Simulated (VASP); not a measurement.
Crystal: NiO.

```
Ni O
1.0
     2.78306    0.00000    0.00000
    -1.39153    2.41020    0.00000
     0.00000    0.00000    2.71613
Ni O
1 1
Cartesian
  0.0000 0.0000 0.0000
  1.3915 0.8034 1.3581
```

Base run:

| Quantity | Value |
| --- | --- |
| Program | VASP 6.6.1 |
| Functional | PBE |
| Potentials or basis | VASP PAW PBE potentials, release 64 (Ni_sv_GW, O) |
| Cutoff | 600 eV |
| k mesh | 11 × 11 × 10 |
| Occupations | fermi-dirac, width 0.05 eV |
| Spin | collinear spin, ferromagnetic start |
| Starting moments | [2.5, 0.0] μB |

Its results: pressure 2.8 GPa; net moment 1.88 μB per cell; site moments Ni +1.45; O +0.41 μB.

**Question.** The run is repeated on the same cell with these changes: potentials or basis from VASP PAW PBE potentials, release 64 (Ni_sv_GW, O) to VASP PAW PBE potentials, release 64 (Ni, O); cutoff from 600 eV to 520 eV; further incar settings from ALGO = Normal; EDIFF = 1e-06; NBANDS = 23 to ALGO = Normal; EDIFF = 1e-07; NBANDS = 19; valence electrons from 24 to 16. What comes out?

**Answer.** Pressure 4.9 GPa; net moment 1.84 μB per cell; site moments Ni +1.39; O +0.40 μB.

Caveats: a cell with one magnetic atom can't hold antiferromagnetic order, which such compounds often take.
